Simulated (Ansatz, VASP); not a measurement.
One calculation of BN, two programs

Contents of INCAR:

```
  PREC = Accurate
  ENCUT = 600
  EDIFF = 1E-6
  ISMEAR = 0
  SIGMA = 0.01
  LREAL = F
  LASPH = T
  NELM = 120
  ALGO = Normal
  ISIF = 2
  LWAVE = F
  LCHARG = F
  GGA = PE
  NBANDS = 11
  GGA_COMPAT = F
```

The input KPOINTS:

```
regular mesh
0
Gamma
  12 12 12
```

The input POSCAR:

```
BN
1.0
    0.0000000000      1.7744375000      1.7744375000
    1.7744375000      0.0000000000      1.7744375000
    1.7744375000      1.7744375000      0.0000000000
B N
1 1
Direct
    0.0000000000      0.0000000000      0.0000000000
    0.2500000000      0.2500000000      0.2500000000
```

Input for Ansatz:

```yaml
crystal:
  lattice:
    - [0.0, 1.7744375, 1.7744375]
    - [1.7744375, 0.0, 1.7744375]
    - [1.7744375, 1.7744375, 0.0]
  atoms:
    - { symbol: B, position: [0.0, 0.0, 0.0] }
    - { symbol: "N", position: [0.25, 0.25, 0.25] }
scf:
  occupations: { method: fixed }
output:
  stress: true
hamiltonian:
  xc: pbe
kpoints:
  mp_grid: { grid: [12, 12, 12] }
```

Alike in both runs: task single point; functional PBE; k mesh 12 × 12 × 12; no spin polarisation.

|  | VASP | Ansatz |
| --- | --- | --- |
| version | VASP 6.6.1 | Ansatz 0.2.0 |
| potentials or method | VASP PAW PBE potentials, release 64 (B, N) | scalar-relativistic, plane waves, PAW |
| plane-wave cutoff (eV) | 600 | 420 |
| occupations | gaussian, width 0.01 eV | fixed |
| valence electrons in the cell | 8 | 8 |

|  | VASP | Ansatz | Ansatz less VASP |
| --- | --- | --- | --- |
| pressure (GPa) | 26.6 | 26.5 | -0.16 |
